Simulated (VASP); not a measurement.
# Sb (Im-3m) in VASP: single point with HSE06

Aim: the single point of Sb with HSE06.

All numbers are computed with VASP 6.6.1; they aren't measurements. Logs are shortened: lines on timing, memory, paths and dates and some standing lists are left out, and cuts for length are marked.

## (1) The cell of the first run

The structure is cubic, space group Im-3m (No. 229). The conventional cell has a = 3.743 Å, b = 3.743 Å, c = 3.743 Å, α = 90.00°, β = 90.00°, γ = 90.00°. Sb (site symmetry m-3m) has 14 Sb at 3.24 to 3.74 Å within 4.3 Å.

This isn't the form of Sb at room conditions, which is rhombohedral.

## (2) Single point, HSE06

Contents of POSCAR:

```
Sb
1.0
   -1.8713408863      1.8713408863      1.8713408863
    1.8713408863     -1.8713408863      1.8713408863
    1.8713408863      1.8713408863     -1.8713408863
Sb
1
Direct
    0.0000000000      0.0000000000      0.0000000000
```

Contents of INCAR.step1:

```
SYSTEM = Sb
  PREC = Accurate
  ENCUT = 400
  EDIFF = 1E-5
  ISMEAR = -1
  SIGMA = 0.05
  LREAL = .FALSE.
  LASPH = .TRUE.
  NELM = 120
  ALGO = Normal
  ISIF = 2
  LWAVE = .TRUE.
  NBANDS = 14
  GGA = PE
  GGA_COMPAT = .FALSE.
```

Contents of INCAR.step2:

```
SYSTEM = Sb
  PREC = Accurate
  ENCUT = 400
  EDIFF = 1E-6
  ISMEAR = -1
  SIGMA = 0.05
  LREAL = .FALSE.
  LASPH = .TRUE.
  NELM = 120
  ALGO = Normal
  ISIF = 2
  LWAVE = .FALSE.
  LCHARG = .TRUE.
  GGA = PE
  LHFCALC = .TRUE.
  HFSCREEN = 0.2079
  PRECFOCK = Normal
  LELF = .TRUE.
  LVHAR = .TRUE.
  NBANDS = 14
  ISTART = 1
  GGA_COMPAT = .FALSE.
```

Contents of KPOINTS:

```
Automatic mesh
0
G
  8 8 8
  0 0 0
```

Potentials or basis: VASP PAW PBE potentials, release 64 (Sb_d_GW).

Started as:

```sh
cat potpaw_PBE.64/Sb_d_GW/POTCAR > POTCAR
cp INCAR.step1 INCAR
mpirun -np 1 vasp_std > vasp.out
cp INCAR.step2 INCAR
mpirun -np 1 vasp_std > vasp.out
```

OUTCAR:

```text
SYSTEM = Sb
   PREC = Accurate
   ENCUT = 400
   EDIFF = 1E-6
   ISMEAR = -1
   LREAL = .FALSE.
   LASPH = .TRUE.
   NELM = 120
   ISIF = 2
   GGA = PE
   LHFCALC = .TRUE.
   HFSCREEN = 0.2079
   PRECFOCK = Normal
   ISTART = 1

 ion  position               nearest neighbor table
   1  0.000  0.000  0.000-

  LATTYP: Found a body centered cubic cell.
 ALAT       =     3.7426817726

  Lattice vectors:

 A1 = (  -1.8713408863,   1.8713408863,   1.8713408863)
 A2 = (   1.8713408863,  -1.8713408863,   1.8713408863)
 A3 = (   1.8713408863,   1.8713408863,  -1.8713408863)

Analysis of symmetry for initial positions (statically):
=====================================================================
 Subroutine PRICEL returns:
 Original cell was already a primitive cell.

 Routine SETGRP: Setting up the symmetry group for a
 body centered cubic supercell.

 Subroutine GETGRP returns: Found 48 space group operations
 (whereof 48 operations were pure point group operations)
 out of a pool of 48 trial point group operations.

The static configuration has the point symmetry O_h .

Analysis of symmetry for dynamics (positions and initial velocities):
=====================================================================
 Subroutine PRICEL returns:
 Original cell was already a primitive cell.

 Routine SETGRP: Setting up the symmetry group for a
 body centered cubic supercell.

 Subroutine GETGRP returns: Found 48 space group operations
 (whereof 48 operations were pure point group operations)
 out of a pool of 48 trial point group operations.

The dynamic configuration has the point symmetry O_h .

 Subroutine INISYM returns: Found 48 space group operations
 (whereof 48 operations are pure point group operations),
 and found     1 'primitive' translations

----------------------------------------------------------------------------------------

                                     Primitive cell

  volume of cell :      26.2131

  direct lattice vectors                    reciprocal lattice vectors
    -1.871340886  1.871340886  1.871340886     0.000000000  0.267188092  0.267188092
     1.871340886 -1.871340886  1.871340886     0.267188092  0.000000000  0.267188092
     1.871340886  1.871340886 -1.871340886     0.267188092  0.267188092  0.000000000

  length of vectors
     3.241257493  3.241257493  3.241257493     0.377861023  0.377861023  0.377861023

  position of ions in fractional coordinates (direct lattice)
     0.000000000  0.000000000  0.000000000

  ion indices of the primitive-cell ions
   primitive index   ion index
                 1           1

----------------------------------------------------------------------------------------

 KPOINTS: Automatic mesh

Automatic generation of k-mesh.
 Grid dimensions read from file:
 generate k-points for:    8    8    8

 Generating k-lattice:

  Cartesian coordinates                     Fractional coordinates (reciprocal lattice)
     0.000000000  0.033398511  0.033398511     0.125000000  0.000000000  0.000000000
     0.033398511  0.000000000  0.033398511     0.000000000  0.125000000  0.000000000
     0.033398511  0.033398511  0.000000000     0.000000000  0.000000000  0.125000000

  Length of vectors
     0.047232628  0.047232628  0.047232628

  Shift w.r.t. Gamma in fractional coordinates (k-lattice)
     0.000000000  0.000000000  0.000000000

 Subroutine IBZKPT returns following result:
 ===========================================

 Found     29 irreducible k-points:

 Following reciprocal coordinates:
            Coordinates               Weight
  0.000000  0.000000  0.000000      1.000000
  0.125000  0.000000  0.000000     12.000000
  0.250000  0.000000  0.000000     12.000000
  0.375000  0.000000  0.000000     12.000000
  0.500000  0.000000  0.000000      6.000000
  0.125000  0.125000  0.000000     24.000000
[... 16 lines left out ...]
 -0.250000  0.250000  0.250000      6.000000
 -0.375000  0.375000  0.250000     24.000000
 [... further k-points ...]
   k-points           NKPTS =     29   k-points in BZ     NKDIM =    512   number of bands    NBANDS=     14
   number of dos      NEDOS =    301   number of ions     NIONS =      1
   total plane-waves  NPLWV =  13824
   dimension x,y,z NGX =    24 NGY =   24 NGZ =   24
   dimension x,y,z NGXF=    48 NGYF=   48 NGZF=   48
   ions per type =               1
   NGX,Y,Z   is equivalent  to a cutoff of  12.31, 12.31, 12.31 a.u.
   NGXF,Y,Z  is equivalent  to a cutoff of  24.62, 24.62, 24.62 a.u.
 SYSTEM =  Sb
   PREC   = accura    normal or accurate (medium, high low for compatibility)
   ISTART =      1    job   : 0-new  1-cont  2-samecut
   ICHARG =      0    charge: 1-file 2-atom 10-const
   ISPIN  =      1    spin polarized calculation?
   LNONCOLLINEAR =      F non collinear calculations
   LSORBIT =      F    spin-orbit coupling
   LASPH  =      T    aspherical Exc in radial PAW
   ENCUT  =  400.0 eV  29.40 Ry    5.42 a.u.   5.29  5.29  5.29*2*pi/ulx,y,z
   NELM   =    120;   NELMIN=  2; NELMDL=  0     # of ELM steps
   EDIFF  = 0.1E-05   stopping-criterion for ELM
   LREAL  =      F    real-space projection
   EDIFFG = 0.1E-04   stopping-criterion for IOM
   NSW    =      0    number of steps for IOM
   IBRION =     -1    ionic relax: 0-MD 1-quasi-New 2-CG
   NFREE  =      0    steps in history (QN), initial steepest desc. (CG)
   ISIF   =      2    stress and relaxation
   ISYM   =      3    0-nonsym 1-usesym 2-fastsym
   POTIM  = 0.5000    time-step for ionic-motion
   TEBEG  =    0.0;   TEEND  =   0.0 temperature during run
   PSTRESS=    0.0 pullay stress
   NELECT =      15.0000    total number of electrons
   NUPDOWN=      -1.0000    fix difference up-down
   EMIN   =  10.00;   EMAX   =-10.00  energy-range for DOS
   EFERMI =   0.00;   METHOD = LEGACY
   ISMEAR =    -1;   SIGMA  =   0.05  broadening in eV -4-tet -1-fermi 0-gaus
   EFERMI_NEDOS =   21; number of points for ismear=-14 and -15
   IALGO  =     38    algorithm
   IMIX   =      1    mixing-type and parameters
     AMIX     =   0.40;   BMIX     =  1.00
     AMIX_MAG =   1.60;   BMIX_MAG =  1.00
  volume/ion in A,a.u.               =      26.21       176.89
  Fermi-wavevector in a.u.,A,eV,Ry     =   1.359145  2.568411 25.133691  1.847274
  Thomas-Fermi vector in A             =   2.485918
   LORBIT       =      0    0 simple, 1 ext, 2 COOP (PROOUT), +10 PAW based schemes
   GGA     = PE    functional components
   LHFCALC =     T    Hartree Fock is set to
   PRECFOCK=normal    Normal, Fast or Accurate (Low or Medium for compatibility)
   ENCUT4O =  -1.0   cutoff for four orbital integrals eV
   NKREDX  =     1    reduce k-point grid by
   NKREDY  =     1    reduce k-point grid by
   NKREDZ  =     1    reduce k-point grid by
   AEXX    =    0.2500 exact exchange contribution
   HFSCREEN=    0.2079 screening length (either q_TF or 0.3 A-1)
   HFSCREENC=   0.2079 screening length for correlation (either q_TF or 0.3 A-1)
   ENCUTFOCK=  -1.0 apply spherical cutoff to Coloumb kernel
   IVDW    =     0    specifies the selected vdW correction
   LEPSILON=     F    determine dielectric tensor
   LRPA    =     F    only Hartree local field effects (RPA)
 non-spin polarized calculation
  energy-cutoff  :      400.00
  volume of cell :       26.21
 maximum number of plane-waves:       490
 NGX is ok and might be reduce to    24
  NGX = 16; NGY = 16; NGZ = 16

 number of electron      14.9999987 magnetization

 Free energy of the ion-electron system (eV)
  ---------------------------------------------------
  ext. energy  EPLUGINS =         0.00000000
  ---------------------------------------------------
  free energy    TOTEN  =        -4.60160068 eV

  energy without entropy =       -4.59766272  energy(sigma->0) =       -4.59963170

 E-fermi :   6.4432     XC(G=0):  -8.9024

 val. band max:        6.4106401021   @ k =  -0.2500   0.2500   0.1250
 cond. band min:       6.6911317155   @ k =  -0.2500   0.2500   0.2500
 fundamental gap:      0.2804916134
 Fermi energy:         6.4431804761

 k-point     1 :       0.0000    0.0000    0.0000
  band No.  band energies     occupation
      1     -25.3514      2.00000
      2     -25.3514      2.00000
      3     -25.3514      2.00000
      4     -25.2657      2.00000
      5     -25.2657      2.00000
      6      -8.0978      2.00000
      7      12.9236      0.00000
      8      12.9236      0.00000
      9      12.9236      0.00000
     10      18.6993      0.00000
     11      18.6993      0.00000
     12      18.6994      0.00000
     13      19.0541      0.00000
     14      19.0541      0.00000

 k-point     2 :       0.1250    0.0000    0.0000
  band No.  band energies     occupation
      1     -25.3551      2.00000
      2     -25.3451      2.00000
      3     -25.3321      2.00000
      4     -25.2701      2.00000
      5     -25.2671      2.00000
      6      -7.7252      2.00000
      7      10.4164      0.00000
      8      11.8369      0.00000
      9      12.6004      0.00000
     10      16.5342      0.00000
     11      16.8195      0.00000
     12      18.4944      0.00000
     13      19.7777      0.00000
     14      20.2886      0.00000

 k-point     3 :       0.2500    0.0000    0.0000
  band No.  band energies     occupation
      1     -25.3643      2.00000
      2     -25.3332      2.00000
      3     -25.2846      2.00000
      4     -25.2775      2.00000
      5     -25.2702      2.00000
      6      -6.6151      2.00000
      7       6.1727      1.99109
      8      10.1437      0.00000
      9      11.8321      0.00000
     10      14.9190      0.00000
     11      15.3554      0.00000
     12      18.8508      0.00000
     13      20.5549      0.00000
     14      23.4661      0.00000
[... 324 lines left out ...]
 k-point    23 :      -0.2500    0.2500    0.2500
  band No.  band energies     occupation
      1     -25.3096      2.00000
      2     -25.2983      2.00000
      3     -25.2983      2.00000
      4     -25.2901      2.00000
      5     -25.2869      2.00000
      6      -5.1514      2.00000
      7       6.6911      0.01394
      8       7.3170      0.00000
      9       7.3170      0.00000
     10      12.2519      0.00000
     11      20.0825      0.00000
     12      20.0825      0.00000
     13      20.4018      0.00000
     14      20.6356      0.00000

 k-point    24 :      -0.3750    0.3750    0.2500
  band No.  band energies     occupation
      1     -25.3246      2.00000
      2     -25.3054      2.00000
      3     -25.3009      2.00000
      4     -25.2743      2.00000
      5     -25.2439      2.00000
      6      -3.4241      2.00000
      7       3.5227      2.00000
      8       6.1310      1.99612
      9       7.3672      0.00000
     10      12.1267      0.00000
     11      17.0249      0.00000
     12      19.4492      0.00000
     13      20.2478      0.00000
     14      24.1852      0.00000

 [... further k-points ...]

------------------------ aborting loop because EDIFF is reached ----------------------------------------

  FORCE on cell =-STRESS in cart. coord.  units (eV):
  Direction    XX          YY          ZZ          XY          YZ          ZX
  --------------------------------------------------------------------------------------
  -------------------------------------------------------------------------------------
  Total       -0.1301456     -0.1301456     -0.1301456      0.0000000      0.0000000     -0.0000000
  in kB       -7.9546571     -7.9546571     -7.9546571      0.0000000      0.0000000     -0.0000000
  external PRESSURE =      -7.9546571 kB  Pullay stress =       0.0000000 kB

 VOLUME and BASIS-vectors are now :
 -----------------------------------------------------------------------------
  energy-cutoff  :      400.00
  volume of cell :       26.21
      direct lattice vectors                 reciprocal lattice vectors
    -1.871340886  1.871340886  1.871340886     0.000000000  0.267188092  0.267188092
     1.871340886 -1.871340886  1.871340886     0.267188092  0.000000000  0.267188092
     1.871340886  1.871340886 -1.871340886     0.267188092  0.267188092  0.000000000

 POSITION                                       TOTAL-FORCE (eV/Angst)
 -----------------------------------------------------------------------------------
      0.00000      0.00000      0.00000        -0.000000      0.000000      0.000000
 -----------------------------------------------------------------------------------
    total drift:                                0.000000      0.000000      0.000001

  FREE ENERGIE OF THE ION-ELECTRON SYSTEM (eV)
  ---------------------------------------------------
  free  energy   TOTEN  =        -4.6016006784 eV

  energy  without entropy=       -4.5976627192  energy(sigma->0) =       -4.59963170
```

It took 20 min on 1 thread of Intel Xeon 6975P-C (Granite Rapids), shared host; peak memory 0.26 GiB.

Results:

```yaml
Free_energy: -4.6016 eV
Pressure: -0.8 GPa
Band_gap_on_the_k_mesh: zero (an odd number of electrons rules out a gap without spin polarisation)
```

Levels at points of the mesh, in eV from the Fermi level:
| k point | band 6 | band 7 | band 8 | band 9 | band 10 | band 11 |
| --- | --- | --- | --- | --- | --- | --- |
| (0.00, 0.00, 0.00) | -14.54 | 6.48 | 6.48 | 6.48 | 12.26 | 12.26 |
| (0.50, 0.00, 0.00) | -9.77 | -6.49 | 2.08 | 4.43 | 7.25 | 7.74 |
| (0.50, 0.50, 0.50) | -5.81 | -2.34 | -2.34 | -2.34 | 3.29 | 3.29 |

Caveat: the PAW data sets were made with another functional, which shifts forces and pressure a little; spin-orbit coupling is left out, which moves the levels of the heavy elements; an odd number of electrons without spin polarisation forces a metal; a magnetic or distorted state may lie lower.

The gap in the log of VASP goes by the Fermi energy; the results here count the filled bands.